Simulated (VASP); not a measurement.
# PbO2 (Fm-3m) in VASP: a series of runs, part 2 of 3

VASP 6.6.1.

## 3. Single point, PBE

This run uses another cell than the first one, of 13.18 Å³/atom, 1.031 times its volume.

INCAR reads:

```
PREC = Accurate
ENCUT = 520
EDIFF = 1E-6
ISMEAR = 0
SIGMA = 0.1
LREAL = False
LASPH = True
NELM = 80
ALGO = Normal
ISIF = 2
LWAVE = False
LCHARG = False
GGA = PE
NBANDS = 20
```

KPOINTS reads:

```
regular mesh
0
Gamma
  14 14 14
```

POSCAR reads:

```
PbO2
1.0
    0.0000000000      2.7039120950      2.7039120950
    2.7039120950      0.0000000000      2.7039120950
    2.7039120950      2.7039120950      0.0000000000
Pb O
1 2
Direct
    0.0000000000      0.0000000000      0.0000000000
    0.2500000000      0.2500000000      0.2500000000
    0.7500000000      0.7500000000      0.7500000000
```

Potentials or basis: VASP PAW PBE potentials, release 64 (Pb_d, O).

Command:

```console
$ cat potpaw_PBE.64/Pb_d/POTCAR potpaw_PBE.64/O/POTCAR > POTCAR
$ mpirun -np 1 vasp_std > vasp.out
```

OUTCAR:

```text
PREC = Accurate
   ENCUT = 520
   EDIFF = 1E-6
   ISMEAR = 0
   LREAL = False
   LASPH = True
   NELM = 80
   ISIF = 2
   GGA = PE

 ion  position               nearest neighbor table
   1  0.000  0.000  0.000-   2 2.34   3 2.34   3 2.34   3 2.34   3 2.34   2 2.34   2 2.34   2 2.34

   2  0.250  0.250  0.250-   1 2.34   1 2.34   1 2.34   1 2.34
   3  0.750  0.750  0.750-   1 2.34   1 2.34   1 2.34   1 2.34

  LATTYP: Found a face centered cubic cell.
 ALAT       =     5.4078241900

  Lattice vectors:

 A1 = (   0.0000000000,   2.7039120950,   2.7039120950)
 A2 = (   2.7039120950,   0.0000000000,   2.7039120950)
 A3 = (   2.7039120950,   2.7039120950,   0.0000000000)

Analysis of symmetry for initial positions (statically):
=====================================================================
 Subroutine PRICEL returns:
 Original cell was already a primitive cell.

 Routine SETGRP: Setting up the symmetry group for a
 face centered cubic supercell.

 Subroutine GETGRP returns: Found 48 space group operations
 (whereof 48 operations were pure point group operations)
 out of a pool of 48 trial point group operations.

The static configuration has the point symmetry O_h .

Analysis of symmetry for dynamics (positions and initial velocities):
=====================================================================
 Subroutine PRICEL returns:
 Original cell was already a primitive cell.

 Routine SETGRP: Setting up the symmetry group for a
 face centered cubic supercell.

 Subroutine GETGRP returns: Found 48 space group operations
 (whereof 48 operations were pure point group operations)
 out of a pool of 48 trial point group operations.

The dynamic configuration has the point symmetry O_h .

 Subroutine INISYM returns: Found 48 space group operations
 (whereof 48 operations are pure point group operations),
 and found     1 'primitive' translations

----------------------------------------------------------------------------------------

                                     Primitive cell

  volume of cell :      39.5374

  direct lattice vectors                    reciprocal lattice vectors
     0.000000000  2.703912095  2.703912095    -0.184917254  0.184917254  0.184917254
     2.703912095  0.000000000  2.703912095     0.184917254 -0.184917254  0.184917254
     2.703912095  2.703912095  0.000000000     0.184917254  0.184917254 -0.184917254

  length of vectors
     3.823909156  3.823909156  3.823909156     0.320286079  0.320286079  0.320286079

  position of ions in fractional coordinates (direct lattice)
     0.000000000  0.000000000  0.000000000
     0.250000000  0.250000000  0.250000000
     0.750000000  0.750000000  0.750000000

  ion indices of the primitive-cell ions
   primitive index   ion index
                 1           1
                 2           2
                 3           3

----------------------------------------------------------------------------------------

 KPOINTS: regular mesh

Automatic generation of k-mesh.
 Grid dimensions read from file:
 generate k-points for:   14   14   14

 Generating k-lattice:

  Cartesian coordinates                     Fractional coordinates (reciprocal lattice)
    -0.013208375  0.013208375  0.013208375     0.071428571  0.000000000  0.000000000
     0.013208375 -0.013208375  0.013208375     0.000000000  0.071428571  0.000000000
     0.013208375  0.013208375 -0.013208375     0.000000000  0.000000000  0.071428571

  Length of vectors
     0.022877577  0.022877577  0.022877577

  Shift w.r.t. Gamma in fractional coordinates (k-lattice)
     0.000000000  0.000000000  0.000000000

 Subroutine IBZKPT returns following result:
 ===========================================

 Found    104 irreducible k-points:

 Following reciprocal coordinates:
            Coordinates               Weight
  0.000000  0.000000  0.000000      1.000000
  0.071429  0.000000  0.000000      8.000000
  0.142857  0.000000  0.000000      8.000000
  0.214286  0.000000  0.000000      8.000000
  0.285714  0.000000  0.000000      8.000000
  0.357143  0.000000  0.000000      8.000000
[... 16 lines left out ...]
  0.214286  0.142857  0.000000     24.000000
  0.285714  0.142857  0.000000     24.000000
 [... further k-points ...]
   k-points           NKPTS =    104   k-points in BZ     NKDIM =    104   number of bands    NBANDS=     20
   number of dos      NEDOS =    301   number of ions     NIONS =      3
   total plane-waves  NPLWV =  21952
   dimension x,y,z NGX =    28 NGY =   28 NGZ =   28
   dimension x,y,z NGXF=    56 NGYF=   56 NGZF=   56
   ions per type =               1   2
   NGX,Y,Z   is equivalent  to a cutoff of  12.17, 12.17, 12.17 a.u.
   NGXF,Y,Z  is equivalent  to a cutoff of  24.35, 24.35, 24.35 a.u.
 SYSTEM =  unknown system
   PREC   = accura    normal or accurate (medium, high low for compatibility)
   ISTART =      0    job   : 0-new  1-cont  2-samecut
   ICHARG =      2    charge: 1-file 2-atom 10-const
   ISPIN  =      1    spin polarized calculation?
   LNONCOLLINEAR =      F non collinear calculations
   LSORBIT =      F    spin-orbit coupling
   LASPH  =      T    aspherical Exc in radial PAW
   ENCUT  =  520.0 eV  38.22 Ry    6.18 a.u.   7.11  7.11  7.11*2*pi/ulx,y,z
   NELM   =     80;   NELMIN=  2; NELMDL= -5     # of ELM steps
   EDIFF  = 0.1E-05   stopping-criterion for ELM
   LREAL  =      F    real-space projection
   EDIFFG = 0.1E-04   stopping-criterion for IOM
   NSW    =      0    number of steps for IOM
   IBRION =     -1    ionic relax: 0-MD 1-quasi-New 2-CG
   NFREE  =      0    steps in history (QN), initial steepest desc. (CG)
   ISIF   =      2    stress and relaxation
   ISYM   =      2    0-nonsym 1-usesym 2-fastsym
   POTIM  = 0.5000    time-step for ionic-motion
   TEBEG  =    0.0;   TEEND  =   0.0 temperature during run
   PSTRESS=    0.0 pullay stress
   NELECT =      26.0000    total number of electrons
   NUPDOWN=      -1.0000    fix difference up-down
   EMIN   =  10.00;   EMAX   =-10.00  energy-range for DOS
   EFERMI =   0.00;   METHOD = LEGACY
   ISMEAR =     0;   SIGMA  =   0.10  broadening in eV -4-tet -1-fermi 0-gaus
   EFERMI_NEDOS =   21; number of points for ismear=-14 and -15
   IALGO  =     38    algorithm
   IMIX   =      4    mixing-type and parameters
     AMIX     =   0.40;   BMIX     =  1.00
     AMIX_MAG =   1.60;   BMIX_MAG =  1.00
  volume/ion in A,a.u.               =      13.18        88.94
  Fermi-wavevector in a.u.,A,eV,Ry     =   1.423629  2.690268 27.575179  2.026718
  Thomas-Fermi vector in A             =   2.544206
   LORBIT       =      0    0 simple, 1 ext, 2 COOP (PROOUT), +10 PAW based schemes
   GGA     = PE    functional components
   LHFCALC =     F    Hartree Fock is set to
   AEXX    =    0.0000 exact exchange contribution
   IVDW    =     0    specifies the selected vdW correction
   LEPSILON=     F    determine dielectric tensor
   LRPA    =     F    only Hartree local field effects (RPA)
 non-spin polarized calculation
 Gauss-broadening in eV      SIGMA  =   0.10
  energy-cutoff  :      520.00
  volume of cell :       39.54
 maximum number of plane-waves:      1090
   NGX = 15   NGY = 15   NGZ = 15

 number of electron      25.9999988 magnetization

 Free energy of the ion-electron system (eV)
  ---------------------------------------------------
  ext. energy  EPLUGINS =         0.00000000
  ---------------------------------------------------
  free energy    TOTEN  =       -15.61201090 eV

  energy without entropy =      -15.60843538  energy(sigma->0) =      -15.61022314

 E-fermi :   5.5932     XC(G=0): -11.1325

 val. band max:        5.5757253253   @ k =  -0.3571   0.5000   0.1429
 cond. band min:       5.6119201092   @ k =  -0.2857   0.5000   0.2143
 fundamental gap:      0.0361947839
 Fermi energy:         5.5932031232

 k-point     1 :       0.0000    0.0000    0.0000
  band No.  band energies     occupation
      1     -12.8824      2.00000
      2     -10.0874      2.00000
      3     -10.0764      2.00000
      4     -10.0764      2.00000
      5     -10.0764      2.00000
      6      -9.8465      2.00000
[... 12 lines left out ...]
     19      21.1762      0.00000
     20      21.1762      0.00000
[... 507 lines left out ...]
 k-point    24 :       0.2857    0.1429    0.0000
  band No.  band energies     occupation
      1     -12.3629      2.00000
      2     -11.3941      2.00000
      3      -9.9893      2.00000
      4      -9.9651      2.00000
      5      -9.8676      2.00000
      6      -9.8189      2.00000
[... 12 lines left out ...]
     19      21.2482      0.00000
     20      22.0994      0.00000

 [... further k-points ...]
[... 5 lines left out ...]
  --------------------------------------------------------------------------------------
  -------------------------------------------------------------------------------------
  Total        0.0550726      0.0550726      0.0550726      0.0000000      0.0000000      0.0000000
  in kB        2.2317140      2.2317140      2.2317140      0.0000000      0.0000000      0.0000000
  external PRESSURE =       2.2317140 kB  Pullay stress =       0.0000000 kB

 VOLUME and BASIS-vectors are now :
 -----------------------------------------------------------------------------
  energy-cutoff  :      520.00
  volume of cell :       39.54
      direct lattice vectors                 reciprocal lattice vectors
     0.000000000  2.703912095  2.703912095    -0.184917254  0.184917254  0.184917254
     2.703912095  0.000000000  2.703912095     0.184917254 -0.184917254  0.184917254
     2.703912095  2.703912095  0.000000000     0.184917254  0.184917254 -0.184917254

 POSITION                                       TOTAL-FORCE (eV/Angst)
 -----------------------------------------------------------------------------------
      0.00000      0.00000      0.00000         0.000000      0.000000      0.000000
      1.35196      1.35196      1.35196         0.000000      0.000000      0.000000
      4.05587      4.05587      4.05587        -0.000000     -0.000000     -0.000000
 -----------------------------------------------------------------------------------
    total drift:                                0.000000      0.000000      0.000000

  FREE ENERGIE OF THE ION-ELECTRON SYSTEM (eV)
  ---------------------------------------------------
  free  energy   TOTEN  =       -15.6120108993 eV

  energy  without entropy=      -15.6084353754  energy(sigma->0) =      -15.61022314
```

OSZICAR:

```text
N       E                     dE             d eps       ncg     rms          rms(c)
DAV:   1     0.262617995456E+03    0.26262E+03   -0.13738E+04  4212   0.159E+03
DAV:   2     0.595017318317E+01   -0.25667E+03   -0.24443E+03  4428   0.418E+02
DAV:   3    -0.176193513687E+02   -0.23570E+02   -0.23119E+02  4944   0.132E+02
DAV:   4    -0.183228477848E+02   -0.70350E+00   -0.70272E+00  4704   0.229E+01
DAV:   5    -0.183432290190E+02   -0.20381E-01   -0.20380E-01  5544   0.417E+00    0.956E+00
DAV:   6    -0.156364924286E+02    0.27067E+01   -0.11440E+01  6236   0.411E+01    0.302E+00
DAV:   7    -0.156198267399E+02    0.16666E-01   -0.57352E-01  4628   0.817E+00    0.171E+00
DAV:   8    -0.156220410056E+02   -0.22143E-02   -0.17429E-01  4508   0.402E+00    0.855E-01
DAV:   9    -0.156113150666E+02    0.10726E-01   -0.28604E-02  5904   0.197E+00    0.169E-01
DAV:  10    -0.156120104936E+02   -0.69543E-03   -0.51758E-03  4476   0.494E-01    0.789E-02
DAV:  11    -0.156120099183E+02    0.57533E-06   -0.17657E-04  4952   0.103E-01    0.331E-02
DAV:  12    -0.156120112155E+02   -0.12972E-05   -0.37712E-05  4684   0.461E-02    0.115E-02
DAV:  13    -0.156120108993E+02    0.31619E-06   -0.70936E-06  4688   0.192E-02
   1 F= -.15612011E+02 E0= -.15610223E+02  d E =-.357552E-02
```

It took 50 s on 1 thread of Intel Xeon 6975P-C, shared host; peak memory 0.21 GiB.

What came out:

| Item | Value |
| --- | --- |
| Free energy | -15.6120 eV |
| Pressure | 0.2 GPa |
| Band gap on the k mesh | zero (band 13 reaches 5.61 eV, above the bottom of band 14 at 4.41 eV) |

Levels at points of the mesh, in eV from the Fermi level:
| k point | band 9 | band 10 | band 11 | band 12 | band 13 | band 14 | band 15 | band 16 | band 17 | band 18 |
| --- | --- | --- | --- | --- | --- | --- | --- | --- | --- | --- |
| (0.00, 0.00, 0.00) | -1.95 | -1.95 | -1.95 | -1.18 | -1.18 | -1.18 | 7.00 | 7.00 | 7.00 | 11.78 |
| (0.50, 0.00, 0.00) | -3.26 | -2.74 | -2.74 | -1.39 | -1.39 | 2.57 | 7.14 | 9.49 | 9.49 | 14.37 |
| (0.50, 0.50, 0.00) | -4.43 | -4.43 | -0.23 | -0.13 | -0.13 | 1.67 | 6.19 | 9.46 | 10.80 | 10.80 |

Caveat: spin-orbit coupling is left out, which moves the levels of the heavy elements.

## 4. Single point, PBE (volume scaled by 1.03)

INCAR reads:

```
SYSTEM = PbO2
ALGO     = Normal         ! electronic algorithm
EDIFF    = 1E-6           ! SCF threshold, eV
ENCUT    = 520            ! plane-wave cutoff, eV
GGA      = PE             ! functional
ISIF     = 2              ! what is computed and relaxed
ISMEAR   = 0              ! smearing method
LASPH    = .True.         ! aspherical terms in the spheres
LCHARG   = .False.        ! write CHGCAR
LREAL    = .False.        ! projectors in reciprocal space
LWAVE    = .False.        ! write WAVECAR
NBANDS   = 20             ! bands
NELM     = 100            ! most SCF steps
PREC     = Accurate       ! precision mode
SIGMA    = 0.1            ! smearing width, eV
```

KPOINTS reads:

```
k-points
0
Gamma
  14 14 14
  0 0 0
```

POSCAR reads:

```
PbO2
1.0
    0.0000000000      2.7306852430      2.7306852430
    2.7306852430      0.0000000000      2.7306852430
    2.7306852430      2.7306852430      0.0000000000
Pb O
1 2
Direct
    0.0000000000      0.0000000000      0.0000000000
    0.2500000000      0.2500000000      0.2500000000
    0.7500000000      0.7500000000      0.7500000000
```

Command:

```console
$ cat potpaw_PBE.64/Pb_d/POTCAR potpaw_PBE.64/O/POTCAR > POTCAR
$ mpirun -np 1 vasp_std > vasp.out
```

Run time: 64 s. Hardware: 1 thread of Intel Xeon 6975P-C, shared host; peak memory 0.22 GiB.

Results (log left out):

```
Free energy            : -15.6014 eV
Pressure               : -3.4 GPa
Band gap on the k mesh : zero (band 13 reaches 5.24 eV, above the bottom of band 14 at 4.09 eV)
```

Levels at points of the mesh, in eV from the Fermi level:
| k point | band 9 | band 10 | band 11 | band 12 | band 13 | band 14 | band 15 | band 16 | band 17 | band 18 |
| --- | --- | --- | --- | --- | --- | --- | --- | --- | --- | --- |
| (0.00, 0.00, 0.00) | -1.89 | -1.89 | -1.89 | -1.12 | -1.12 | -1.12 | 6.92 | 6.92 | 6.92 | 11.64 |
| (0.50, 0.00, 0.00) | -3.12 | -2.61 | -2.61 | -1.34 | -1.34 | 2.40 | 7.02 | 9.27 | 9.27 | 14.16 |
| (0.50, 0.50, 0.00) | -4.25 | -4.25 | -0.19 | -0.11 | -0.11 | 1.55 | 6.01 | 9.40 | 10.52 | 10.52 |

Caveat: the cell differs from its parent crystal (volume scaled by 1.03); spin-orbit coupling is left out, which moves the levels of the heavy elements.

[end of part 2 of 3]
